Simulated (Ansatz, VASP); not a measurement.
# MnS in VASP and in Ansatz

```
Mn S
1.0
     3.95358    0.00000    0.00000
    -1.97679    3.42390    0.00000
     0.00000    0.00000    6.34253
Mn S
2 2
Direct
  0.66667 0.33333 0.49884
  0.33333 0.66667 0.99884
  0.33333 0.66667 0.62615
  0.66667 0.33333 0.12615
```

Alike in both runs: task single point; functional PBEsol; k mesh 8 × 8 × 4; occupations fermi-dirac, width 0.05 eV; collinear spin.

```csv
,VASP,Ansatz
version,VASP 6.6.1,Ansatz 0.2.0
potentials or method,"VASP PAW PBE potentials, release 64 (Mn_pv, S)",Ansatz PAW
plane-wave cutoff (eV),520,420
valence electrons in the cell,38,42
```

Ansatz gave:

```
gap on the k mesh at the Fermi level (eV)                     : 0.77
least direct gap on the mesh (eV)                             : 1.44
pressure (GPa)                                                : -3.7
traceless stress, the component that is largest in VASP (GPa) : -1.25
rms of the force components (eV/Å)                            : 0.106
net moment per atom (μB)                                      : 0.00
size of the moment on the site where the two differ most (μB) : 3.94
```

Q: Estimate VASP's values.

A: gap on the k mesh at the Fermi level (eV): 0.77; least direct gap on the mesh (eV): 1.44; pressure (GPa): -3.6; traceless stress, the component that is largest in VASP (GPa): -1.25; rms of the force components (eV/Å): 0.106; net moment per atom (μB): 0.00; size of the moment on the site where the two differ most (μB): 4.13.

VASP's potentials were made for PBE, not for PBEsol. Site moments also hang on the region over which each program counts them. Atom by atom the forces differ by 0.001 eV/Å (rms over components). VASP's potentials hold 38 valence electrons a cell and Ansatz's 42, so a difference there can come from the potentials and not from the codes.
